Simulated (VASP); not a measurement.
Here is a VASP 6.6.1 calculation.

The input INCAR:

```
SYSTEM = Ta2B2O
  ALGO = Normal
  EDIFF = 1E-7
  ENCUT = 520
  GGA = PE
  ISIF = 2
  ISMEAR = 0
  LASPH = .True.
  LCHARG = .False.
  LREAL = .False.
  LWAVE = .False.
  NBANDS = 25
  NELM = 80
  PREC = Accurate
  SIGMA = 0.1
```

KPOINTS

```
k-points
0
Gamma
  12 12 6
  0 0 0
```

Contents of POSCAR:

```
Ta2B2O
1.0
    2.9573533598      0.0000000000      0.0000000000
   -1.4786766799      2.5611431376      0.0000000000
    0.0000000000      0.0000000000      7.0352824491
Ta B O
2 2 1
Direct
    0.6666666667      0.3333333333      0.7773810325
    0.3333333333      0.6666666667      0.2226189675
    0.6666666667      0.3333333333      0.4605360693
    0.3333333333      0.6666666667      0.5394639307
    0.0000000000      0.0000000000      0.0000000000
```

Potentials or basis: VASP PAW PBE potentials, release 64 (Ta_pv, B, O).

Run with:

```bash
$ cat potpaw_PBE.64/Ta_pv/POTCAR potpaw_PBE.64/B/POTCAR potpaw_PBE.64/O/POTCAR > POTCAR
$ mpirun -np 1 vasp_std > vasp.out
```

Question: What does it give for the pressure?

Answer: 0.4 GPa.

Question: Estimate the band gap on the k mesh.

Answer: Zero (band 17 reaches 7.77 eV, above the bottom of band 18 at 6.96 eV).

Question: Estimate the largest force.

Answer: 0.016 eV/Å.

Forces in eV/Å, atoms in the order of the input:
```
Ta   0.000  0.000 -0.016
Ta   0.000  0.000  0.016
B    0.000  0.000  0.002
B    0.000  0.000 -0.002
O    0.000  0.000  0.000
```

Caveat: spin-orbit coupling is left out, which moves the levels of the heavy elements.
